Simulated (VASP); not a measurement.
# Rh (Fm-3m) in VASP: notebook

Rh is run at these levels: PBE; tasks: single point.

Program: VASP 6.6.1. These are calculated values, not measurements. Logs are shortened: lines on timing, memory, paths and dates and some standing lists are left out, and cuts for length are marked.

### Step 1. The cell of the first run

It takes space group Fm-3m (No. 225, cubic). The conventional cell has a = 3.793 Å, b = 3.793 Å, c = 3.793 Å, α = 90.00°, β = 90.00°, γ = 90.00°. Rh (site symmetry m-3m) has 12 Rh at 2.68 Å within 3.5 Å.

### Step 2. Single point, PBE

Contents of INCAR:

```
PREC = Accurate ; ENCUT = 520
EDIFF = 1E-6 ; ISMEAR = 0
SIGMA = 0.1 ; LREAL = F
LASPH = T ; NELM = 100
ALGO = Normal ; ISIF = 2
LWAVE = F ; LCHARG = T
GGA = PE ; LELF = T
LVHAR = T ; NBANDS = 14
```

Contents of KPOINTS:

```
Automatic mesh
0
Gamma
  18 18 18
```

Contents of POSCAR:

```
Rh
1.0
    0.0000000000      1.8966421668      1.8966421668
    1.8966421668      0.0000000000      1.8966421668
    1.8966421668      1.8966421668      0.0000000000
Rh
1
Direct
    0.0000000000      0.0000000000      0.0000000000
```

Potentials or basis: VASP PAW PBE potentials, release 64 (Rh_pv).

Command:

```bash
> cat potpaw_PBE.64/Rh_pv/POTCAR > POTCAR
> mpirun -np 1 vasp_std > vasp.out
```

OUTCAR:

```text
PREC = Accurate
   ENCUT = 520
   EDIFF = 1E-6
   ISMEAR = 0
   LREAL = F
   LASPH = T
   NELM = 100
   ISIF = 2
   GGA = PE

 ion  position               nearest neighbor table
   1  0.000  0.000  0.000-

  LATTYP: Found a face centered cubic cell.
 ALAT       =     3.7932843336

  Lattice vectors:

 A1 = (   0.0000000000,   1.8966421668,   1.8966421668)
 A2 = (   1.8966421668,   0.0000000000,   1.8966421668)
 A3 = (   1.8966421668,   1.8966421668,   0.0000000000)

Analysis of symmetry for initial positions (statically):
=====================================================================
 Subroutine PRICEL returns:
 Original cell was already a primitive cell.

 Routine SETGRP: Setting up the symmetry group for a
 face centered cubic supercell.

 Subroutine GETGRP returns: Found 48 space group operations
 (whereof 48 operations were pure point group operations)
 out of a pool of 48 trial point group operations.

The static configuration has the point symmetry O_h .

Analysis of symmetry for dynamics (positions and initial velocities):
=====================================================================
 Subroutine PRICEL returns:
 Original cell was already a primitive cell.

 Routine SETGRP: Setting up the symmetry group for a
 face centered cubic supercell.

 Subroutine GETGRP returns: Found 48 space group operations
 (whereof 48 operations were pure point group operations)
 out of a pool of 48 trial point group operations.

The dynamic configuration has the point symmetry O_h .

 Subroutine INISYM returns: Found 48 space group operations
 (whereof 48 operations are pure point group operations),
 and found     1 'primitive' translations

----------------------------------------------------------------------------------------

                                     Primitive cell

  volume of cell :      13.6454

  direct lattice vectors                    reciprocal lattice vectors
     0.000000000  1.896642167  1.896642167    -0.263623792  0.263623792  0.263623792
     1.896642167  0.000000000  1.896642167     0.263623792 -0.263623792  0.263623792
     1.896642167  1.896642167  0.000000000     0.263623792  0.263623792 -0.263623792

  length of vectors
     2.682257075  2.682257075  2.682257075     0.456609802  0.456609802  0.456609802

  position of ions in fractional coordinates (direct lattice)
     0.000000000  0.000000000  0.000000000

  ion indices of the primitive-cell ions
   primitive index   ion index
                 1           1

----------------------------------------------------------------------------------------

 KPOINTS: Automatic mesh

Automatic generation of k-mesh.
 Grid dimensions read from file:
 generate k-points for:   18   18   18

 Generating k-lattice:

  Cartesian coordinates                     Fractional coordinates (reciprocal lattice)
    -0.014645766  0.014645766  0.014645766     0.055555556  0.000000000  0.000000000
     0.014645766 -0.014645766  0.014645766     0.000000000  0.055555556  0.000000000
     0.014645766  0.014645766 -0.014645766     0.000000000  0.000000000  0.055555556

  Length of vectors
     0.025367211  0.025367211  0.025367211

  Shift w.r.t. Gamma in fractional coordinates (k-lattice)
     0.000000000  0.000000000  0.000000000

 Subroutine IBZKPT returns following result:
 ===========================================

 Found    195 irreducible k-points:

 Following reciprocal coordinates:
            Coordinates               Weight
  0.000000  0.000000  0.000000      1.000000
  0.055556  0.000000  0.000000      8.000000
  0.111111  0.000000  0.000000      8.000000
  0.166667  0.000000  0.000000      8.000000
  0.222222  0.000000  0.000000      8.000000
  0.277778  0.000000  0.000000      8.000000
[... 16 lines left out ...]
 -0.277778  0.055556  0.000000     24.000000
 -0.222222  0.055556  0.000000     24.000000
 [... further k-points ...]
   k-points           NKPTS =    195   k-points in BZ     NKDIM =    195   number of bands    NBANDS=     14
   number of dos      NEDOS =    301   number of ions     NIONS =      1
   total plane-waves  NPLWV =   8000
   dimension x,y,z NGX =    20 NGY =   20 NGZ =   20
   dimension x,y,z NGXF=    40 NGYF=   40 NGZF=   40
   ions per type =               1
   NGX,Y,Z   is equivalent  to a cutoff of  12.40, 12.40, 12.40 a.u.
   NGXF,Y,Z  is equivalent  to a cutoff of  24.79, 24.79, 24.79 a.u.
 SYSTEM =  unknown system
   PREC   = accura    normal or accurate (medium, high low for compatibility)
   ISTART =      0    job   : 0-new  1-cont  2-samecut
   ICHARG =      2    charge: 1-file 2-atom 10-const
   ISPIN  =      1    spin polarized calculation?
   LNONCOLLINEAR =      F non collinear calculations
   LSORBIT =      F    spin-orbit coupling
   LASPH  =      T    aspherical Exc in radial PAW
   ENCUT  =  520.0 eV  38.22 Ry    6.18 a.u.   4.99  4.99  4.99*2*pi/ulx,y,z
   NELM   =    100;   NELMIN=  2; NELMDL= -5     # of ELM steps
   EDIFF  = 0.1E-05   stopping-criterion for ELM
   LREAL  =      F    real-space projection
   EDIFFG = 0.1E-04   stopping-criterion for IOM
   NSW    =      0    number of steps for IOM
   IBRION =     -1    ionic relax: 0-MD 1-quasi-New 2-CG
   NFREE  =      0    steps in history (QN), initial steepest desc. (CG)
   ISIF   =      2    stress and relaxation
   ISYM   =      2    0-nonsym 1-usesym 2-fastsym
   POTIM  = 0.5000    time-step for ionic-motion
   TEBEG  =    0.0;   TEEND  =   0.0 temperature during run
   PSTRESS=    0.0 pullay stress
   NELECT =      15.0000    total number of electrons
   NUPDOWN=      -1.0000    fix difference up-down
   EMIN   =  10.00;   EMAX   =-10.00  energy-range for DOS
   EFERMI =   0.00;   METHOD = LEGACY
   ISMEAR =     0;   SIGMA  =   0.10  broadening in eV -4-tet -1-fermi 0-gaus
   EFERMI_NEDOS =   21; number of points for ismear=-14 and -15
   IALGO  =     38    algorithm
   IMIX   =      4    mixing-type and parameters
     AMIX     =   0.40;   BMIX     =  1.00
     AMIX_MAG =   1.60;   BMIX_MAG =  1.00
  volume/ion in A,a.u.               =      13.65        92.08
  Fermi-wavevector in a.u.,A,eV,Ry     =   1.689571  3.192827 38.839886  2.854651
  Thomas-Fermi vector in A             =   2.771674
   LORBIT       =      0    0 simple, 1 ext, 2 COOP (PROOUT), +10 PAW based schemes
   GGA     = PE    functional components
   LHFCALC =     F    Hartree Fock is set to
   AEXX    =    0.0000 exact exchange contribution
   IVDW    =     0    specifies the selected vdW correction
   LEPSILON=     F    determine dielectric tensor
   LRPA    =     F    only Hartree local field effects (RPA)
 non-spin polarized calculation
 Gauss-broadening in eV      SIGMA  =   0.10
  energy-cutoff  :      520.00
  volume of cell :       13.65
 maximum number of plane-waves:       378
   NGX =  9   NGY =  9   NGZ =  9

 number of electron      15.0000007 magnetization

 Free energy of the ion-electron system (eV)
  ---------------------------------------------------
  ext. energy  EPLUGINS =         0.00000000
  ---------------------------------------------------
  free energy    TOTEN  =        -7.25166036 eV

  energy without entropy =       -7.24485568  energy(sigma->0) =       -7.24825802

 E-fermi :  12.0464     XC(G=0): -14.0813

 val. band max:       12.0455289568   @ k =   0.5000   0.3889   0.0556
 cond. band min:      12.0542542232   @ k =  -0.4444   0.3333   0.1667
 fundamental gap:      0.0087252664
 Fermi energy:        12.0463719459

 k-point     1 :       0.0000    0.0000    0.0000
  band No.  band energies     occupation
      1     -34.3558      2.00000
      2     -34.3558      2.00000
      3     -34.3558      2.00000
      4       4.0282      2.00000
      5       8.9258      2.00000
      6       8.9258      2.00000
      7       8.9258      2.00000
      8      11.0357      2.00000
      9      11.0357      2.00000
     10      28.0341      0.00000
     11      32.5399      0.00000
     12      33.5376      0.00000
     13      33.5376      0.00000
     14      33.5376      0.00000

 k-point     2 :       0.0556    0.0000    0.0000
  band No.  band energies     occupation
      1     -34.3793      2.00000
      2     -34.3590      2.00000
      3     -34.3590      2.00000
      4       4.1539      2.00000
      5       8.8695      2.00000
      6       8.9752      2.00000
      7       8.9752      2.00000
      8      11.0077      2.00000
      9      11.0077      2.00000
     10      28.2180      0.00000
     11      32.5378      0.00000
     12      32.8363      0.00000
     13      33.7220      0.00000
     14      33.7220      0.00000

 k-point     3 :       0.1111    0.0000    0.0000
  band No.  band energies     occupation
      1     -34.4465      2.00000
      2     -34.3680      2.00000
      3     -34.3680      2.00000
      4       4.5142      2.00000
      5       8.7289      2.00000
      6       9.1043      2.00000
      7       9.1043      2.00000
      8      10.9473      2.00000
      9      10.9473      2.00000
     10      28.7101      0.00000
     11      31.3742      0.00000
     12      32.5411      0.00000
     13      34.2574      0.00000
     14      34.2574      0.00000
[... 324 lines left out ...]
 k-point    23 :      -0.2778    0.0556    0.0000
  band No.  band energies     occupation
      1     -34.8441      2.00000
      2     -34.4484      2.00000
      3     -34.4155      2.00000
      4       6.1158      2.00000
      5       9.0675      2.00000
      6       9.2673      2.00000
      7       9.2858      2.00000
      8      11.2170      2.00000
      9      11.9873      1.59669
     10      25.8145      0.00000
     11      29.3257      0.00000
     12      32.5399      0.00000
     13      34.7938      0.00000
     14      37.2271      0.00000

 k-point    24 :      -0.2222    0.0556    0.0000
  band No.  band energies     occupation
      1     -34.7187      2.00000
      2     -34.4298      2.00000
      3     -34.3971      2.00000
      4       5.8651      2.00000
      5       8.5846      2.00000
      6       9.3209      2.00000
      7       9.3734      2.00000
      8      10.8402      2.00000
      9      11.5307      2.00000
     10      27.5642      0.00000
     11      29.7745      0.00000
     12      32.5399      0.00000
     13      35.0437      0.00000
     14      36.8838      0.00000

 [... further k-points ...]

------------------------ aborting loop because EDIFF is reached ----------------------------------------

  FORCE on cell =-STRESS in cart. coord.  units (eV):
  Direction    XX          YY          ZZ          XY          YZ          ZX
  --------------------------------------------------------------------------------------
  -------------------------------------------------------------------------------------
  Total        0.6842284      0.6842284      0.6842284     -0.0000000     -0.0000000     -0.0000000
  in kB       80.3388250     80.3388250     80.3388250     -0.0000000     -0.0000000     -0.0000000
  external PRESSURE =      80.3388250 kB  Pullay stress =       0.0000000 kB

 VOLUME and BASIS-vectors are now :
 -----------------------------------------------------------------------------
  energy-cutoff  :      520.00
  volume of cell :       13.65
      direct lattice vectors                 reciprocal lattice vectors
     0.000000000  1.896642167  1.896642167    -0.263623792  0.263623792  0.263623792
     1.896642167  0.000000000  1.896642167     0.263623792 -0.263623792  0.263623792
     1.896642167  1.896642167  0.000000000     0.263623792  0.263623792 -0.263623792

 POSITION                                       TOTAL-FORCE (eV/Angst)
 -----------------------------------------------------------------------------------
      0.00000      0.00000      0.00000         0.000000     -0.000000      0.000000
 -----------------------------------------------------------------------------------
    total drift:                               -0.000000     -0.000000     -0.000000

  FREE ENERGIE OF THE ION-ELECTRON SYSTEM (eV)
  ---------------------------------------------------
  free  energy   TOTEN  =        -7.2516603554 eV

  energy  without entropy=       -7.2448556755  energy(sigma->0) =       -7.24825802
```

Wall time 46 s (1 thread of AMD EPYC 7R13, shared host); peak memory 0.12 GiB.

Results:

- Free energy: -7.2517 eV
- Pressure: 8.0 GPa
- Band gap on the k mesh: zero (an odd number of electrons rules out a gap without spin polarisation)

Levels at points of the mesh, in eV from the Fermi level:
| k point | band 3 | band 4 | band 5 | band 6 | band 7 | band 8 | band 9 | band 10 | band 11 | band 12 |
| --- | --- | --- | --- | --- | --- | --- | --- | --- | --- | --- |
| (0.00, 0.00, 0.00) | -46.40 | -8.02 | -3.12 | -3.12 | -3.12 | -1.01 | -1.01 | 15.99 | 20.49 | 21.49 |
| (0.50, 0.00, 0.00) | -46.51 | -6.19 | -3.20 | -3.20 | 0.57 | 0.57 | 0.72 | 8.71 | 15.50 | 20.49 |
| (0.50, 0.50, 0.00) | -46.68 | -6.39 | -6.02 | 0.54 | 0.99 | 0.99 | 3.27 | 12.37 | 13.37 | 13.37 |

Caveat: the cell stands under pressure.

[end of part 1 of 2]
